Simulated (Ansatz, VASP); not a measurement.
# Two plane-wave programs on LiH

```
Li H
1.0
     0.00000    2.19510    2.19510
     2.19510    0.00000    2.19510
     2.19510    2.19510    0.00000
Li H
1 1
Direct
  0.00000 0.00000 0.00000
  0.50000 0.50000 0.50000
```

Change from the starting cell: strain +0.080 along x and y, +0.080 along z, atoms carried along.

Alike in both runs: task single point; functional LDA; k mesh 10 × 10 × 10; occupations gaussian, width 0.05 eV; no spin polarisation.

|  | VASP | Ansatz |
| --- | --- | --- |
| version | VASP 6.6.1 | Ansatz 0.2.0 |
| potentials or method | VASP PAW LDA potentials, release 64 (Li_sv, H), cutoff 520 eV | scalar-relativistic, plane waves, PAW |
| valence electrons in the cell | 4 | 4 |

|  | VASP | Ansatz | Ansatz less VASP |
| --- | --- | --- | --- |
| gap on the k mesh at the Fermi level (eV) | 2.79 | 2.80 | +0.006 |
| least direct gap on the mesh (eV) | 2.79 | 2.80 | +0.006 |

LDA's correlation is that of Perdew and Zunger in VASP and of Perdew and Wang (1992) in Ansatz.

Noted on VASP's run: the cutoff is short for stress, so the pressure is rough.
